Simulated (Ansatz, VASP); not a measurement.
## Two plane-wave programs on Y

POSCAR

```
Y
1.0
    3.6822121358      0.0000000000      0.0000000000
   -1.8411060679      3.1888892517      0.0000000000
    0.0000000000      0.0000000000      5.6969598044
Y
2
Direct
    0.3333333333      0.6666666667      0.2500000000
    0.6666666667      0.3333333333      0.7500000000
```

Contents of INCAR.step1:

```
PREC = Accurate
ENCUT = 520
ISMEAR = 0
SIGMA = 0.1
LREAL = F
LASPH = T
NELM = 100
NBANDS = 18
GGA = PE
ALGO = Normal
EDIFF = 1E-4
LWAVE = T
LCHARG = F
```

INCAR.step2

```
PREC = Accurate
ENCUT = 520
EDIFF = 1E-6
ISMEAR = 0
SIGMA = 0.1
LREAL = F
LASPH = T
NELM = 100
ALGO = Normal
ISIF = 2
LWAVE = F
LCHARG = F
METAGGA = R2SCAN
LMIXTAU = T
NBANDS = 18
ISTART = 1
```

File KPOINTS:

```
Automatic mesh
0
Gamma
  18 18 10
```

Input for Ansatz:

```yaml
crystal:
  lattice:
    - [3.6822121451, 0.0, 0.0]
    - [-1.8411060725, 3.1888892598, 0.0]
    - [0.0, 0.0, 5.6969597655]
  atoms:
    - { symbol: "Y", position: [0.3333333333, 0.6666666667, 0.25] }
    - { symbol: "Y", position: [0.6666666667, 0.3333333333, 0.75] }
basis:
  ecutwfc: 500
kpoints:
  mp_grid: { grid: [18, 18, 10] }
hamiltonian:
  xc: r2scan
scf:
  occupations: { method: gaussian, width: 0.1 }
output:
  forces: true
  stress: true
  eigenvalues: true
```

Alike in both runs: task single point; functional r2SCAN; k mesh 18 × 18 × 10; occupations gaussian, width 0.1 eV; no spin polarisation.

|  | VASP | Ansatz |
| --- | --- | --- |
| version | VASP 6.6.1 | Ansatz 0.2.0 |
| potentials or method | VASP PAW PBE potentials, release 64 (Y_sv), cutoff 520 eV | scalar-relativistic, plane waves, PAW |
| valence electrons in the cell | 22 | 22 |

```csv
,VASP,Ansatz,Ansatz less VASP
gap on the k mesh at the Fermi level (eV),none,none,-
pressure (GPa),0.0,0.0,0.00
```

VASP's potentials were made for PBE, not for r2SCAN. A gap of «none» marks a metal or a gap that the smearing closes.
